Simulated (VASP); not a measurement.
## WAu: relaxation of cell and atoms with PBE

The system is WAu.

```
W Au
1.0
     2.78747    0.00000    0.00000
     0.00000    2.78747    0.00000
     0.00000    0.00000    4.28927
W Au
1 1
Direct
  0.50000 0.50000 0.50000
  0.00000 0.00000 0.00000
```

```json
{
 "Program": "VASP 6.6.1",
 "Task": "relaxation of cell and atoms",
 "Functional": "PBE",
 "Potentials or basis": "VASP PAW PBE potentials, release 64 (W_sv, Au)",
 "Cutoff": "600 eV",
 "k mesh": "20 × 20 × 14",
 "Occupations": "gaussian, width 0.1 eV",
 "Spin": "no spin polarisation",
 "Dipole correction": "no",
 "Further INCAR settings": "ALGO = Fast; EDIFF = 1e-07; IBRION = 2; EDIFFG = -0.01; NSW = 100; ISIF = 3"
}
```

* Relaxed volume: 16.62 Å³/atom
* Relaxed cell: a = 2.772 Å, b = 2.772 Å, c = 4.327 Å, α = 90.00°, β = 90.00°, γ = 90.00°
* Space group after relaxing (to 0.05 Å): P4/mmm (No. 123)
* Energy gained by relaxing: 0.9 meV/atom
* Ionic steps: 5
* Pressure after relaxing: 0.0 GPa

Step by step:
```
step  energy change (eV)  largest force (eV/Å)  pressure (GPa)  volume (Å³)
   1              0.0000                0.0000           -0.63        33.33
   2             -0.0002                0.0000            1.67        33.01
   3             -0.0008                0.0000            0.61        33.15
   4             -0.0017                0.0000            0.10        33.23
   5             -0.0017                0.0000            0.02        33.24
```

Final structure:
```
W Au
1.0
     2.77176    0.00000    0.00000
     0.00000    2.77176    0.00000
     0.00000    0.00000    4.32724
W Au
1 1
Direct
  0.50000 0.50000 0.50000
  0.00000 0.00000 0.00000
```

Levels at points of the mesh, in eV from the Fermi level:
| k point | band 10 | band 11 | band 12 | band 13 | band 14 | band 15 | band 16 |
| --- | --- | --- | --- | --- | --- | --- | --- |
| (0.00, 0.00, 0.00) | -3.05 | -3.05 | -1.87 | 0.20 | 2.66 | 2.66 | 3.81 |
| (0.50, 0.00, 0.00) | -3.78 | -3.37 | -2.45 | -0.01 | 0.68 | 2.20 | 6.22 |
| (0.50, 0.50, 0.00) | -1.26 | 0.99 | 0.99 | 1.90 | 1.90 | 2.16 | 5.92 |
| (0.00, 0.00, 0.50) | -4.01 | -3.50 | -3.02 | -1.47 | 1.42 | 1.42 | 3.73 |
| (0.50, 0.00, 0.50) | -2.52 | -1.16 | -1.12 | -0.37 | 1.40 | 2.30 | 2.74 |
| (0.50, 0.50, 0.50) | -2.83 | -2.83 | -1.83 | 0.67 | 5.00 | 5.92 | 7.99 |

It took 9.1 min on 1 thread of Intel Xeon 6975P-C, on a shared host, peak memory 0.49 GiB.

Caveat: spin-orbit coupling is left out, which moves the levels of the heavy elements.
